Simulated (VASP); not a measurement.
Here is a VASP 6.6.1 calculation.

POSCAR

```
SiS2
1.0
   -3.4862471788      4.3718398643      2.7527218943
    3.4862471788     -4.3718398643      2.7527218943
    3.4862471788      4.3718398643     -2.7527218943
Si S
2 4
Direct
    0.7500000000      0.7500000000      0.0000000000
    0.2500000000      0.2500000000      0.0000000000
    0.8721862554      0.8368969163      0.7090831717
    0.1278137446      0.1631030837      0.2909168283
    0.3721862554      0.6631030837      0.0352893392
    0.6278137446      0.3368969163      0.9647106608
```

File INCAR.step1:

```
SYSTEM = SiS2
PREC = Accurate
ENCUT = 550
ISMEAR = 0
SIGMA = 0.05
LREAL = .False.
LASPH = .True.
NELM = 120
GGA = PE
ALGO = Normal
EDIFF = 1E-5
LWAVE = .True.
LCHARG = .False.
GGA_COMPAT = .False.
IBRION = 2
ISIF = 3
EDIFFG = -0.005
NELMIN = 4
NSW = 100
```

INCAR.step2

```
SYSTEM = SiS2
PREC = Accurate
ENCUT = 550
EDIFF = 1E-7
ISMEAR = 0
SIGMA = 0.05
LREAL = .False.
LASPH = .True.
NELM = 120
ALGO = Normal
ISIF = 4
LWAVE = .False.
LCHARG = .False.
METAGGA = R2SCAN
LMIXTAU = .True.
IBRION = 2
NSW = 60
EDIFFG = -0.04
ISTART = 1
GGA_COMPAT = .False.
NELMIN = 4
```

The input KPOINTS:

```
regular mesh
0
Gamma
  6 6 6
  0 0 0
```

Potentials or basis: VASP PAW PBE potentials, release 64 (Si, S).

Run with:

```sh
$ cat potpaw_PBE.64/Si/POTCAR potpaw_PBE.64/S/POTCAR > POTCAR
$ cp INCAR.step1 INCAR
$ mpirun -np 1 vasp_std > vasp.out
$ cp INCAR.step2 INCAR
$ mpirun -np 1 vasp_std > vasp.out
```

**Question.** Predict the band gap on the k mesh.

**Answer.** 3.42 eV.

The path:
| step | energy change (eV) | largest force (eV/Å) | pressure (GPa) | volume (Å³) |
| --- | --- | --- | --- | --- |
| 1 | 0.0000 | 0.6671 | 2.32 | 167.82 |
| 2 | -0.0431 | 0.0691 | 0.01 | 167.82 |
| 3 | -0.0432 | 0.0373 | 0.12 | 167.82 |
| 4 | -0.0453 | 0.0175 | 0.03 | 167.82 |

Caveat: the PAW data sets were made with another functional, which shifts forces and pressure a little. A k mesh can miss the band edges.
